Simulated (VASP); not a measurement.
## Pd: single point with PBE

Pd:

```
Pd
1.0
     0.00000    1.84766    1.84766
     1.84766    0.00000    1.84766
     1.84766    1.84766    0.00000
Pd
1
Direct
  0.00000 0.00000 0.00000
```

This cell differs from its parent crystal: strain -0.050 along x and y, -0.050 along z.

```yaml
Program: VASP 6.6.1
Task: single point
Functional: PBE
Potentials_or_basis: VASP PAW PBE potentials, release 64 (Pd)
Cutoff: 520 eV
k_mesh: 20 × 20 × 20
Occupations: gaussian, width 0.15 eV
Spin: no spin polarisation
```

* Pressure: 54.9 GPa
* Band gap on the k mesh: zero (band 5 reaches 13.08 eV, above the bottom of band 6 at 11.00 eV)

Levels at points of the mesh, in eV from the Fermi level:
```
           k point  band 3  band 4  band 5  band 6  band 7  band 8
(0.00, 0.00, 0.00)   -3.65   -3.65   -1.57   -1.57   17.13   22.83
(0.50, 0.00, 0.00)   -3.72   -0.01   -0.01    0.68    8.71   16.54
(0.50, 0.50, 0.00)   -0.04    0.40    0.40    3.37   12.54   14.07
```

Run time: 13 s on 1 thread of Intel(R) Xeon(R) 6975P-C (Granite Rapids), on a shared host, peak memory 0.15 GiB.

Caveat: the cell differs from its parent crystal (strain -0.050 along x and y, -0.050 along z).
